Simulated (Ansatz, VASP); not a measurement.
# InP: VASP beside Ansatz

Contents of INCAR:

```
  AGGAC = 1.0
  AGGAX = 1.0
  ALDAC = 0.0
  ALDAX = 1.0
  ALGO = Normal
  EDIFF = 1E-7
  ENCUT = 520
  GGA = B5
  ISIF = 2
  ISMEAR = -1
  IVDW = 12
  LASPH = True
  LCHARG = True
  LELF = True
  LREAL = False
  LVHAR = True
  LWAVE = False
  NBANDS = 16
  NELM = 80
  PREC = Accurate
  SIGMA = 0.05
  VDW_A1 = 0.4298
  VDW_A2 = 4.2359
  VDW_S6 = 1.0
  VDW_S8 = 2.6996
```

KPOINTS

```
k-points
0
Gamma
  8 8 8
```

Contents of POSCAR:

```
InP
1.0
    0.0000000000      2.8706770916      2.8706770916
    2.8706770916      0.0000000000      2.8706770916
    2.8706770916      2.8706770916      0.0000000000
In P
1 1
Direct
    0.0000000000      0.0000000000      0.0000000000
    0.7500000000      0.7500000000      0.7500000000
```

The input input.yaml:

```yaml
crystal:
  lattice:
    - [0.0, 2.8706770916, 2.8706770916]
    - [2.8706770916, 0.0, 2.8706770916]
    - [2.8706770916, 2.8706770916, 0.0]
  atoms:
    - { symbol: In, position: [0.0, 0.0, 0.0] }
    - { symbol: P, position: [0.75, 0.75, 0.75] }
hamiltonian:
  xc: blyp
  pseudopotentials: { kind: paw }
  dispersion: d3bj
kpoints:
  mp_grid: { grid: [8, 8, 8] }
scf:
  occupations: { method: fermi_dirac, width: 0.05 }
output:
  forces: true
  stress: true
  eigenvalues: true
```

Alike in both runs: task single point; functional BLYP; dispersion D3(BJ); k mesh 8 × 8 × 8; occupations fermi-dirac, width 0.05 eV; no spin polarisation.

|  | VASP | Ansatz |
| --- | --- | --- |
| version | VASP 6.6.1 | Ansatz 0.2.0 |
| potentials or method | VASP PAW PBE potentials, release 64 (In_d, P) | Ansatz PAW |
| plane-wave cutoff (eV) | 520 | 420 |
| valence electrons in the cell | 18 | 18 |

```csv
,VASP,Ansatz,Ansatz less VASP
gap on the k mesh at the Fermi level (eV),0.98,0.95,-0.028
least direct gap on the mesh (eV),0.98,0.95,-0.028
pressure (GPa),6.6,6.5,-0.05
```

VASP's potentials were made for PBE, not for BLYP.
